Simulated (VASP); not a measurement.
## SiC: single point with PBEsol

SiC:

```
CELL_PARAMETERS angstrom
0.00000 2.19647 2.19647
2.19647 0.00000 2.19647
2.19647 2.19647 0.00000
ATOMIC_POSITIONS crystal
Si 0.00471 0.99529 0.00471
C 0.73898 0.76102 0.73898
```

```json
{
  "Program": "VASP 6.6.1",
  "Task": "single point",
  "Functional": "PBEsol",
  "Potentials or basis": "VASP PAW PBE potentials, release 64 (Si, C)",
  "Cutoff": "520 eV",
  "k mesh": "10 × 10 × 10",
  "Occupations": "gaussian, width 0.05 eV",
  "Spin": "no spin polarisation",
  "Dipole correction": "no",
  "Further INCAR settings": "ALGO = Normal; EDIFF = 1e-06; NBANDS = 11"
}
```

```
Pressure               : -4.4 GPa
Largest force          : 1.247 eV/Å
Band gap on the k mesh : 0.93 eV, indirect (least direct gap 4.25 eV)
```

Forces on the atoms (eV/Å):
```
Si   0.000 -1.247  0.000
C    0.000  1.247  0.000
```

Stress tensor (GPa, compression positive):
```
-4.11  0.00 -3.84
 0.00 -4.90  0.00
-3.84  0.00 -4.11
```

Levels at points of the mesh, in eV from the valence-band top:
```csv
k point,band 1,band 2,band 3,band 4,band 5,band 6,band 7,band 8
"(0.00, 0.00, 0.00)",-15.55,-0.65,-0.30,0.00,5.58,6.65,6.77,6.93
"(0.50, 0.00, 0.00)",-11.98,-8.92,-1.50,-1.09,4.83,6.54,7.07,9.46
"(0.00, 0.50, 0.00)",-12.09,-8.64,-1.65,-1.20,4.83,6.42,6.93,9.47
"(0.50, 0.50, 0.00)",-10.60,-8.08,-3.46,-3.46,0.93,3.78,13.36,13.40
"(0.50, 0.00, 0.50)",-10.61,-8.05,-3.65,-3.31,0.94,3.82,13.36,13.37
```

Wall time 15 s on 1 thread of Intel(R) Xeon(R) Platinum 8488C (Sapphire Rapids) (shared host), peak memory 0.16 GiB.

Caveat: the PAW data sets were made with another functional, which shifts forces and pressure a little. A k mesh can miss the band edges.
